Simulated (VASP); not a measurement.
GaN, 2 atoms in the cell. It takes space group Fm-3m (No. 225, cubic). Conventional cell: a = 4.270 Å, b = 4.270 Å, c = 4.270 Å, α = 90.00°, β = 90.00°, γ = 90.00°. Ga (site symmetry m-3m) has 6 N at 2.14 Å within 2.8 Å. Within 2.8 Å of N (site symmetry m-3m) lie 6 Ga at 2.14 Å. 

```yaml
Program: VASP 6.6.1
Task: elastic constants
Functional: PBEsol
Potentials_or_basis: VASP PAW PBE potentials, release 64 (Ga_d, N)
Cutoff: 600 eV
k_mesh: 8 × 8 × 8
Occupations: gaussian, width 0.01 eV
Spin: no spin polarisation
Dipole_correction: no
Ions_in_elastic_constants: relaxed
Further_INCAR_settings: ALGO = Normal; EDIFF = 1e-08; IBRION = 6; POTIM = 0.015; NSW = 1; ISIF = 3
```

Potentials or basis: VASP PAW PBE potentials, release 64 (Ga_d, N).

The run is started by

```bash
$ cat potpaw_PBE.64/Ga_d/POTCAR potpaw_PBE.64/N/POTCAR > POTCAR
$ mpirun -np 1 vasp_std > vasp.out
```

Hardware: 1 thread of Intel Xeon 8259CL, with other jobs on the host.

Question: Estimate the wall time of this run.

Answer: Wall time 4.9 min on 1 thread of Intel Xeon 8259CL, on a shared host, peak memory 0.22 GiB. Counts: scf iterations 162, k points 29.
